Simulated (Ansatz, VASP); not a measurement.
**Si: VASP beside Ansatz**

```
Si
1.0
     0.00000    5.43000    5.43000
     5.43000    0.00000    5.43000
     5.43000    5.43000    0.00000
Si
17
Direct
  0.99306 0.99281 0.02247
  0.12302 0.12261 0.13415
  0.00141 0.00137 0.50629
  0.11694 0.11684 0.64981
  0.01856 0.49378 0.99503
  0.12362 0.62134 0.13364
  0.00148 0.49136 0.50581
  0.16488 0.60707 0.62075
  0.49419 0.01814 0.99491
  0.62161 0.12334 0.13352
  0.49147 0.00147 0.50569
  0.60712 0.16484 0.62065
  0.49482 0.49456 0.99443
  0.65134 0.65089 0.04887
  0.52329 0.52330 0.43014
  0.60752 0.60756 0.62028
  0.78873 0.78863 0.63454
```

Alike in both runs: functional PBE; k mesh 2 × 2 × 2; occupations fermi-dirac, width 0.02 eV; no spin polarisation.

Ansatz relaxed the structure, and its values are those at the end. VASP's run is a single point on that final structure, the one shown.

|  | VASP | Ansatz |
| --- | --- | --- |
| version | VASP 6.6.1 | Ansatz 0.2.0 |
| potentials or method | VASP PAW PBE potentials, release 64 (Si), cutoff 520 eV | scalar-relativistic, plane waves, PAW |
| valence electrons in the cell | 68 | 68 |

```tsv
	VASP	Ansatz	Ansatz less VASP
rms of the force components (eV/Å)	0.007	0.007	0.0000
```

The k mesh is coarse, so the values compare programs but aren't converged.
